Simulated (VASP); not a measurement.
A run of VASP 6.6.1:

INCAR

```
SYSTEM = Ca5Mg11O16
PREC = Accurate ; ENCUT = 700
EDIFF = 1E-6 ; ISMEAR = -1
SIGMA = 0.05 ; LREAL = Auto
LASPH = .TRUE. ; NELM = 200
ALGO = Normal ; ISIF = 2
LWAVE = .FALSE. ; LCHARG = .TRUE.
ISPIN = 2 ; MAGMOM = 0.125 0.125 0.125 0.125 0.125 0.125 0.125 0.125 0.125 0.125 0.125 0.125 0.125 0.125 0.125 0.125 0.125 0.125 0.125 0.125 0.125 0.125 0.125 0.125 0.125 0.125 0.125 0.125 0.125 0.125 0.125 0.125
LORBIT = 11 ; GGA = PS
LELF = .TRUE. ; LVHAR = .TRUE.
ISYM = -1 ; NBANDS = 110
GGA_COMPAT = .FALSE.
```

File KPOINTS:

```
explicit points
1
Reciprocal
  0.25000000   0.25000000   0.25000000 1
```

File POSCAR:

```
Ca5Mg11O16
1.0
    8.7717890000      0.0000000000      0.0000000000
    0.0000000000      8.7717890000      0.0000000000
    0.0000000000      0.0000000000      4.3858950000
O Mg Ca
16 11 5
Direct
    0.2508760000      0.0016260000      0.9827470000
    0.2734550000      0.4967130000      0.9879300000
    0.7592020000      0.9976460000      0.0137770000
    0.7404360000      0.4949760000      0.0316910000
    0.0042760000      0.2553080000      0.9835870000
    0.9987430000      0.7595150000      0.9887700000
    0.5096900000      0.2297270000      0.0120380000
    0.4945340000      0.7593540000      0.0197530000
    0.0070590000      0.9866760000      0.4840350000
    0.0071470000      0.4877250000      0.5012490000
    0.5159300000      0.9910400000      0.4932860000
    0.5092940000      0.4790350000      0.4566340000
    0.2650060000      0.2543340000      0.5563180000
    0.2563570000      0.7739180000      0.5045680000
    0.7526960000      0.2365080000      0.4879320000
    0.7675230000      0.7391590000      0.4403320000
    0.0102210000      0.9922240000      0.9779230000
    0.0122290000      0.4936020000      0.9851910000
    0.4953260000      0.9907280000      0.0239740000
    0.4808070000      0.5041570000      0.0090120000
    0.2299760000      0.7494060000      0.9881000000
    0.7365720000      0.2188370000      0.0112900000
    0.7439010000      0.7602060000      0.9992440000
    0.2532300000      0.9935560000      0.4570840000
    0.2541720000      0.4925250000      0.5345480000
    0.0032290000      0.2611950000      0.5112430000
    0.5012400000      0.2337790000      0.4573640000
    0.2588910000      0.2571380000      0.9867250000
    0.7568010000      0.9957850000      0.4396780000
    0.7529800000      0.4988410000      0.5496210000
    0.0110130000      0.7491600000      0.4935270000
    0.5156580000      0.7530670000      0.5130160000
```

Potentials or basis: VASP PAW PBE potentials, release 64 (O, Mg, Ca_sv).

Launch:

```console
$ cat potpaw_PBE.64/O/POTCAR potpaw_PBE.64/Mg/POTCAR potpaw_PBE.64/Ca_sv/POTCAR > POTCAR
$ mpirun -np 1 vasp_std > vasp.out
```

Hardware: 1 thread of Intel(R) Xeon(R) Platinum 8259CL CPU @ 2.50GHz (Skylake/Cascade Lake), with other jobs on the host.

Question: Estimate the wall time of this run.

Answer: It took 6.4 min on 1 thread of Intel(R) Xeon(R) Platinum 8259CL CPU @ 2.50GHz (Skylake/Cascade Lake) (shared host), peak memory 0.78 GiB. Counts: scf iterations 16, k points 1.
